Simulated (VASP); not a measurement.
# TaN (P6_3mc) in VASP: notebook

The runs below take TaN through single point, with PBEsol.

Everything below comes from runs of VASP 6.6.1. Logs are shortened: lines on timing, memory, paths and dates and some standing lists are left out, and cuts for length are marked.

### 1 The cell of the first run

The structure is hexagonal, space group P6_3mc (No. 186). The conventional cell has a = 3.050 Å, b = 3.050 Å, c = 4.891 Å, α = 90.00°, β = 90.00°, γ = 120.00°. Within 2.5 Å of Ta (site symmetry 3m) lie 4 N at 1.85 to 1.88 Å. Within 2.5 Å of N (site symmetry 3m) lie 4 Ta at 1.85 to 1.88 Å.

### 2 Single point, PBEsol (zz strain of -1 %)

Contents of INCAR:

```
PREC = Accurate
ENCUT = 520
EDIFF = 1E-6
ISMEAR = -1
SIGMA = 0.01
LREAL = False
LASPH = True
NELM = 80
ALGO = Normal
ISIF = 2
LWAVE = False
LCHARG = True
GGA = PS
LELF = True
LVHAR = True
NBANDS = 24
```

Contents of KPOINTS:

```
regular mesh
0
Gamma
  9 9 5
```

Contents of POSCAR:

```
TaN
1.0
    3.0500010905      0.0000000000      0.0000000000
   -1.5250005453      2.6413784260      0.0000000000
    0.0000000000      0.0000000000      4.8906000000
Ta N
2 2
Direct
    0.3333333333      0.6666666667      0.0000000000
    0.6666666667      0.3333333333      0.5000000000
    0.3333333333      0.6666666667      0.3850000000
    0.6666666667      0.3333333333      0.8850000000
```

Potentials or basis: VASP PAW PBE potentials, release 64 (Ta_pv, N).

Command:

```bash
$ cat potpaw_PBE.64/Ta_pv/POTCAR potpaw_PBE.64/N/POTCAR > POTCAR
$ mpirun -np 1 vasp_std > vasp.out
```

OUTCAR:

```text
PREC = Accurate
   ENCUT = 520
   EDIFF = 1E-6
   ISMEAR = -1
   LREAL = False
   LASPH = True
   NELM = 80
   ISIF = 2
   GGA = PS

 ion  position               nearest neighbor table
   1  0.333  0.667  0.000-   4 1.85   4 1.85   4 1.85   3 1.88   2 3.01   2 3.01   2 3.01   2 3.01
                             2 3.01   2 3.01
   2  0.667  0.333  0.500-   3 1.85   3 1.85   3 1.85   4 1.88   1 3.01   1 3.01   1 3.01   1 3.01
                             1 3.01   1 3.01
   3  0.333  0.667  0.385-   2 1.85   2 1.85   2 1.85   1 1.88
   4  0.667  0.333  0.885-   1 1.85   1 1.85   1 1.85   2 1.88

  LATTYP: Found a hexagonal cell.
 ALAT       =     3.0500010905
 C/A-ratio  =     1.6034748365

  Lattice vectors:

 A1 = (   3.0500010905,   0.0000000000,   0.0000000000)
 A2 = (  -1.5250005453,   2.6413784260,   0.0000000000)
 A3 = (   0.0000000000,   0.0000000000,   4.8906000000)

Analysis of symmetry for initial positions (statically):
=====================================================================
 Subroutine PRICEL returns:
 Original cell was already a primitive cell.

 Routine SETGRP: Setting up the symmetry group for a
 hexagonal supercell.

 Subroutine GETGRP returns: Found 12 space group operations
 (whereof  6 operations were pure point group operations)
 out of a pool of 24 trial point group operations.

The static configuration has the point symmetry C_3v.
 The point group associated with its full space group is C_6v.

Analysis of symmetry for dynamics (positions and initial velocities):
=====================================================================
 Subroutine PRICEL returns:
 Original cell was already a primitive cell.

 Routine SETGRP: Setting up the symmetry group for a
 hexagonal supercell.

 Subroutine GETGRP returns: Found 12 space group operations
 (whereof  6 operations were pure point group operations)
 out of a pool of 24 trial point group operations.

The dynamic configuration has the point symmetry C_3v.
 The point group associated with its full space group is C_6v.

 Subroutine INISYM returns: Found 12 space group operations
 (whereof  6 operations are pure point group operations),
 and found     1 'primitive' translations

[... 92 lines left out ...]
   ISPIN  =      1    spin polarized calculation?
   LNONCOLLINEAR =      F non collinear calculations
   LSORBIT =      F    spin-orbit coupling
   LASPH  =      T    aspherical Exc in radial PAW
   ENCUT  =  520.0 eV  38.22 Ry    6.18 a.u.   5.67  5.67  9.09*2*pi/ulx,y,z
   NELM   =     80;   NELMIN=  2; NELMDL= -5     # of ELM steps
   EDIFF  = 0.1E-05   stopping-criterion for ELM
   LREAL  =      F    real-space projection
   EDIFFG = 0.1E-04   stopping-criterion for IOM
   NSW    =      0    number of steps for IOM
   IBRION =     -1    ionic relax: 0-MD 1-quasi-New 2-CG
   NFREE  =      0    steps in history (QN), initial steepest desc. (CG)
   ISIF   =      2    stress and relaxation
   ISYM   =      2    0-nonsym 1-usesym 2-fastsym
   POTIM  = 0.5000    time-step for ionic-motion
   TEBEG  =    0.0;   TEEND  =   0.0 temperature during run
   PSTRESS=    0.0 pullay stress
   NELECT =      32.0000    total number of electrons
   NUPDOWN=      -1.0000    fix difference up-down
   EMIN   =  10.00;   EMAX   =-10.00  energy-range for DOS
   EFERMI =   0.00;   METHOD = LEGACY
   ISMEAR =    -1;   SIGMA  =   0.01  broadening in eV -4-tet -1-fermi 0-gaus
   EFERMI_NEDOS =   21; number of points for ismear=-14 and -15
   IALGO  =     38    algorithm
   IMIX   =      4    mixing-type and parameters
     AMIX     =   0.40;   BMIX     =  1.00
     AMIX_MAG =   1.60;   BMIX_MAG =  1.00
  volume/ion in A,a.u.               =       9.85        66.47
  Fermi-wavevector in a.u.,A,eV,Ry     =   1.527427  2.886419 31.742860  2.333034
  Thomas-Fermi vector in A             =   2.635325
   LORBIT       =      0    0 simple, 1 ext, 2 COOP (PROOUT), +10 PAW based schemes
   GGA     = PS    functional components
   LHFCALC =     F    Hartree Fock is set to
   AEXX    =    0.0000 exact exchange contribution
   IVDW    =     0    specifies the selected vdW correction
   LEPSILON=     F    determine dielectric tensor
   LRPA    =     F    only Hartree local field effects (RPA)
 non-spin polarized calculation
  energy-cutoff  :      520.00
  volume of cell :       39.40
 maximum number of plane-waves:      1087
 NGX is ok and might be reduce to    24
   NGX = 11   NGY = 11   NGZ = 19

 number of electron      32.0000004 magnetization

 Free energy of the ion-electron system (eV)
  ---------------------------------------------------
  ext. energy  EPLUGINS =         0.00000000
  ---------------------------------------------------
  free energy    TOTEN  =       -40.52159650 eV

  energy without entropy =      -40.52020303  energy(sigma->0) =      -40.52089977

 E-fermi :   9.6959     XC(G=0): -13.7532

 val. band max:        9.6908699296   @ k =   0.2222  -0.0000   0.0000
 cond. band min:       9.7105333594   @ k =   0.1111   0.0000   0.4000
 fundamental gap:      0.0196634298
 Fermi energy:         9.6959269363

 k-point     1 :       0.0000    0.0000    0.0000
  band No.  band energies     occupation
      1     -26.4072      2.00000
      2     -25.2345      2.00000
      3     -25.2345      2.00000
      4     -25.0243      2.00000
      5     -25.0243      2.00000
      6     -24.9639      2.00000
[... 637 lines left out ...]
     23      17.3997      0.00000
     24      17.3997      0.00000

 [... further k-points ...]

------------------------ aborting loop because EDIFF is reached ----------------------------------------

  FORCE on cell =-STRESS in cart. coord.  units (eV):
  Direction    XX          YY          ZZ          XY          YZ          ZX
  --------------------------------------------------------------------------------------
  -------------------------------------------------------------------------------------
  Total       35.2546908     35.2546908     30.0860770     -0.0000000     -0.0000000      0.0000000
  in kB     1433.6222329   1433.6222330   1223.4419860     -0.0000000     -0.0000000      0.0000000
  external PRESSURE =    1363.5621507 kB  Pullay stress =       0.0000000 kB

 VOLUME and BASIS-vectors are now :
 -----------------------------------------------------------------------------
  energy-cutoff  :      520.00
  volume of cell :       39.40
      direct lattice vectors                 reciprocal lattice vectors
     3.050001090  0.000000000  0.000000000     0.327868735  0.189295103  0.000000000
    -1.525000545  2.641378426  0.000000000     0.000000000  0.378590205  0.000000000
     0.000000000  0.000000000  4.890600000     0.000000000  0.000000000  0.204473889

 POSITION                                       TOTAL-FORCE (eV/Angst)
 -----------------------------------------------------------------------------------
     -0.00000      1.76092      0.00000         0.000000      0.000000      1.719307
      1.52500      0.88046      2.44530        -0.000000      0.000000      1.719307
     -0.00000      1.76092      1.88288        -0.000000     -0.000000     -1.719307
      1.52500      0.88046      4.32818         0.000000      0.000000     -1.719307
 -----------------------------------------------------------------------------------
    total drift:                               -0.000000      0.000000     -0.000218

  FREE ENERGIE OF THE ION-ELECTRON SYSTEM (eV)
  ---------------------------------------------------
  free  energy   TOTEN  =       -40.5215965004 eV

  energy  without entropy=      -40.5202030301  energy(sigma->0) =      -40.52089977
```

OSZICAR:

```text
N       E                     dE             d eps       ncg     rms          rms(c)
DAV:   1     0.287806149508E+03    0.28781E+03   -0.17789E+04  1728   0.143E+03
DAV:   2    -0.331266638313E+02   -0.32093E+03   -0.30515E+03  2040   0.428E+02
DAV:   3    -0.471665403025E+02   -0.14040E+02   -0.13854E+02  2152   0.891E+01
DAV:   4    -0.472993696416E+02   -0.13283E+00   -0.13263E+00  1920   0.907E+00
DAV:   5    -0.473007166203E+02   -0.13470E-02   -0.13463E-02  2200   0.800E-01    0.611E+01
DAV:   6    -0.406561882069E+02    0.66445E+01   -0.21717E+01  2032   0.367E+01    0.263E+01
DAV:   7    -0.405652718345E+02    0.90916E-01   -0.86591E-01  1840   0.744E+00    0.135E+01
DAV:   8    -0.405249408777E+02    0.40331E-01   -0.47580E-02  2112   0.152E+00    0.142E+00
DAV:   9    -0.405215513640E+02    0.33895E-02   -0.93057E-03  2056   0.703E-01    0.134E-01
DAV:  10    -0.405216115311E+02   -0.60167E-04   -0.41956E-04  1984   0.173E-01    0.513E-02
DAV:  11    -0.405215966517E+02    0.14879E-04   -0.34770E-05  2144   0.474E-02    0.103E-02
DAV:  12    -0.405215965004E+02    0.15132E-06   -0.25984E-06  1760   0.146E-02
   1 F= -.40521597E+02 E0= -.40520900E+02  d E =-.139347E-02
```

Run time: 15 s. Hardware: 1 thread of Intel Xeon Platinum 8488C (Sapphire Rapids), shared host; peak memory 0.16 GiB.

Results:

```
Free energy            : -40.5216 eV
Pressure               : 136.4 GPa
Largest force          : 1.719 eV/Å
Band gap on the k mesh : zero (bands 16 and 17 overlap by 2.20 eV)
```

Forces in eV/Å, atoms in the order of the input:
```
Ta   0.000  0.000  1.719
Ta   0.000  0.000  1.719
N    0.000  0.000 -1.719
N    0.000  0.000 -1.719
```

Stress tensor (GPa, compression positive):
```
143.36   0.00   0.00
  0.00 143.36   0.00
  0.00   0.00 122.34
```

Caveat: the cell differs from its parent crystal (zz strain of -1 %); the cell stands under pressure; the PAW data sets were made with another functional, which shifts forces and pressure a little; spin-orbit coupling is left out, which moves the levels of the heavy elements.

### 3 Single point, PBEsol (zz strain of +1 %)

Contents of INCAR:

```
SYSTEM = TaN
ALGO = Normal
EDIFF = 1E-6
ENCUT = 520
GGA = PS
ISIF = 2
ISMEAR = -1
LASPH = .TRUE.
LCHARG = .FALSE.
LREAL = .FALSE.
LWAVE = .FALSE.
NBANDS = 24
NELM = 100
PREC = Accurate
SIGMA = 0.01
```

Contents of KPOINTS:

```
k-points
0
G
  9 9 5
  0 0 0
```

Changes to POSCAR since step 2:

```diff
@@ -4,3 +4,3 @@
    -1.5250005453      2.6413784260      0.0000000000
-    0.0000000000      0.0000000000      4.8906000000
+    0.0000000000      0.0000000000      4.9894000000
 Ta N
```

Potentials or basis: VASP PAW PBE potentials, release 64 (Ta_pv, N).

Command:

```bash
$ cat potpaw_PBE.64/Ta_pv/POTCAR potpaw_PBE.64/N/POTCAR > POTCAR
$ mpirun -np 1 vasp_std > vasp.out
```

OUTCAR:

```text
SYSTEM = TaN
   EDIFF = 1E-6
   ENCUT = 520
   GGA = PS
   ISIF = 2
   ISMEAR = -1
   LASPH = .TRUE.
   LREAL = .FALSE.
   NELM = 100
   PREC = Accurate

 ion  position               nearest neighbor table
   1  0.333  0.667  0.000-   4 1.85   4 1.85   4 1.85   3 1.92   2 3.05   2 3.05   2 3.05   2 3.05
                             2 3.05   2 3.05
   2  0.667  0.333  0.500-   3 1.85   3 1.85   3 1.85   4 1.92   1 3.05   1 3.05   1 3.05   1 3.05
                             1 3.05   1 3.05
   3  0.333  0.667  0.385-   2 1.85   2 1.85   2 1.85   1 1.92
   4  0.667  0.333  0.885-   1 1.85   1 1.85   1 1.85   2 1.92

  LATTYP: Found a hexagonal cell.
 ALAT       =     3.0500010905
 C/A-ratio  =     1.6358682676

  Lattice vectors:

 A1 = (   3.0500010905,   0.0000000000,   0.0000000000)
 A2 = (  -1.5250005453,   2.6413784260,   0.0000000000)
 A3 = (   0.0000000000,   0.0000000000,   4.9894000000)

Analysis of symmetry for initial positions (statically):
=====================================================================
 Subroutine PRICEL returns:
 Original cell was already a primitive cell.

 Routine SETGRP: Setting up the symmetry group for a
 hexagonal supercell.

 Subroutine GETGRP returns: Found 12 space group operations
 (whereof  6 operations were pure point group operations)
 out of a pool of 24 trial point group operations.

The static configuration has the point symmetry C_3v.
 The point group associated with its full space group is C_6v.

Analysis of symmetry for dynamics (positions and initial velocities):
=====================================================================
 Subroutine PRICEL returns:
 Original cell was already a primitive cell.

 Routine SETGRP: Setting up the symmetry group for a
 hexagonal supercell.

 Subroutine GETGRP returns: Found 12 space group operations
 (whereof  6 operations were pure point group operations)
 out of a pool of 24 trial point group operations.
[... 123 lines left out ...]
   IALGO  =     38    algorithm
   IMIX   =      4    mixing-type and parameters
     AMIX     =   0.40;   BMIX     =  1.00
     AMIX_MAG =   1.60;   BMIX_MAG =  1.00
  volume/ion in A,a.u.               =      10.05        67.81
  Fermi-wavevector in a.u.,A,eV,Ry     =   1.517278  2.867240 31.322417  2.302133
  Thomas-Fermi vector in A             =   2.626555
   LORBIT       =      0    0 simple, 1 ext, 2 COOP (PROOUT), +10 PAW based schemes
   GGA     = PS    functional components
   LHFCALC =     F    Hartree Fock is set to
   AEXX    =    0.0000 exact exchange contribution
   IVDW    =     0    specifies the selected vdW correction
   LEPSILON=     F    determine dielectric tensor
   LRPA    =     F    only Hartree local field effects (RPA)
 non-spin polarized calculation
  energy-cutoff  :      520.00
  volume of cell :       40.20
 maximum number of plane-waves:      1105
 NGX is ok and might be reduce to    24
   NGX = 11   NGY = 11   NGZ = 19

 number of electron      32.0000000 magnetization

 Free energy of the ion-electron system (eV)
  ---------------------------------------------------
  ext. energy  EPLUGINS =         0.00000000
  ---------------------------------------------------
  free energy    TOTEN  =       -41.08276961 eV

  energy without entropy =      -41.08180194  energy(sigma->0) =      -41.08228578

 E-fermi :   9.5135     XC(G=0): -13.6422

 val. band max:        9.4923665958   @ k =   0.2222  -0.0000   0.0000
 cond. band min:       9.5144326332   @ k =   0.1111   0.1111   0.4000
 fundamental gap:      0.0220660374
 Fermi energy:         9.5134841212

 k-point     1 :       0.0000    0.0000    0.0000
  band No.  band energies     occupation
      1     -26.5172      2.00000
      2     -25.4719      2.00000
      3     -25.4719      2.00000
      4     -25.2950      2.00000
      5     -25.2950      2.00000
      6     -25.2267      2.00000
[... 637 lines left out ...]
     23      17.0995      0.00000
     24      17.0995      0.00000

 [... further k-points ...]

------------------------ aborting loop because EDIFF is reached ----------------------------------------

  FORCE on cell =-STRESS in cart. coord.  units (eV):
  Direction    XX          YY          ZZ          XY          YZ          ZX
  --------------------------------------------------------------------------------------
  -------------------------------------------------------------------------------------
  Total       33.3301739     33.3301739     25.9177671     -0.0000000      0.0000000      0.0000000
  in kB     1328.5234327   1328.5234327   1033.0687451     -0.0000000      0.0000000      0.0000000
  external PRESSURE =    1230.0385368 kB  Pullay stress =       0.0000000 kB

 VOLUME and BASIS-vectors are now :
 -----------------------------------------------------------------------------
  energy-cutoff  :      520.00
  volume of cell :       40.20
      direct lattice vectors                 reciprocal lattice vectors
     3.050001090  0.000000000  0.000000000     0.327868735  0.189295103  0.000000000
    -1.525000545  2.641378426  0.000000000     0.000000000  0.378590205  0.000000000
     0.000000000  0.000000000  4.989400000     0.000000000  0.000000000  0.200424901

 POSITION                                       TOTAL-FORCE (eV/Angst)
 -----------------------------------------------------------------------------------
     -0.00000      1.76092      0.00000        -0.000000      0.000000      2.804260
      1.52500      0.88046      2.49470         0.000000     -0.000000      2.804260
     -0.00000      1.76092      1.92092         0.000000     -0.000000     -2.804260
      1.52500      0.88046      4.41562        -0.000000      0.000000     -2.804260
 -----------------------------------------------------------------------------------
    total drift:                               -0.000000      0.000000      0.000527

  FREE ENERGIE OF THE ION-ELECTRON SYSTEM (eV)
  ---------------------------------------------------
  free  energy   TOTEN  =       -41.0827696114 eV

  energy  without entropy=      -41.0818019404  energy(sigma->0) =      -41.08228578
```

Wall time 18 s (1 thread of Intel Xeon Platinum 8488C (Sapphire Rapids), shared host); peak memory 0.17 GiB.

What came out:

- Free energy: -41.0828 eV
- Pressure: 123.0 GPa
- Largest force: 2.804 eV/Å
- Band gap on the k mesh: zero (bands 16 and 17 overlap by 2.22 eV)

Forces on the atoms (eV/Å):
```
Ta   0.000  0.000  2.804
Ta   0.000  0.000  2.804
N    0.000  0.000 -2.804
N    0.000  0.000 -2.804
```

Levels at points of the mesh, in eV from the Fermi level:
```csv
k point,band 12,band 13,band 14,band 15,band 16,band 17,band 18,band 19,band 20,band 21
"(0.00, 0.00, 0.00)",-7.85,-7.85,-7.63,-0.80,-0.80,-0.37,2.17,2.61,2.61,4.53
```

Caveat: the cell differs from its parent crystal (zz strain of +1 %); the cell stands under pressure; the PAW data sets were made with another functional, which shifts forces and pressure a little; spin-orbit coupling is left out, which moves the levels of the heavy elements.
